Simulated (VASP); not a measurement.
Set up this calculation in VASP 6.6.1, as the native input.

- Task: single point
- Functional: PBE
- Potentials or basis: VASP PAW PBE potentials, release 64 (W_sv)
- Cutoff: 520 eV
- k mesh: 20 × 20 × 20
- Occupations: gaussian, width 0.15 eV
- Spin: no spin polarisation
- Dipole correction: no
- Further INCAR settings: ALGO = Fast; EDIFF = 1e-07; NBANDS = 13

The structure of W lies in POSCAR:

```
W
1.0
   -1.5913101250      1.5973000000      1.5913101250
    1.6032898750     -1.5973000000      1.6032898750
    1.5913101250      1.5973000000     -1.5913101250
W
1
Direct
    0.0000000000      0.0000000000      0.0000000000
```

This cell differs from its parent crystal: strain +0.0075 x Voigt [0, 0, 0, 0, 1, 0].

One way to write it, as run:

INCAR

```
PREC = Accurate ; ENCUT = 520
EDIFF = 1E-7 ; ISMEAR = 0
SIGMA = 0.15 ; LREAL = False
LASPH = True ; NELM = 80
ALGO = Fast ; ISIF = 2
LWAVE = False ; LCHARG = True
GGA = PE ; LELF = True
LVHAR = True ; NBANDS = 13
```

KPOINTS

```
Automatic mesh
0
Gamma
  20 20 20
```

Potentials or basis: VASP PAW PBE potentials, release 64 (W_sv).

Command:

```console
$ cat potpaw_PBE.64/W_sv/POTCAR > POTCAR
$ mpirun -np 1 vasp_std > vasp.out
```

It gave:

```json
{
 "Pressure": "-2.6 GPa",
 "Band gap on the k mesh": "zero (bands 7 and 8 overlap by 6.02 eV)"
}
```

Caveat: the cell differs from its parent crystal (strain +0.0075 x Voigt [0, 0, 0, 0, 1, 0]); spin-orbit coupling is left out, which moves the levels of the heavy elements.

It took 2.3 min on 1 thread of Intel(R) Xeon(R) Platinum 8375C CPU @ 2.90GHz (Ice Lake), on a shared host, peak memory 0.34 GiB.
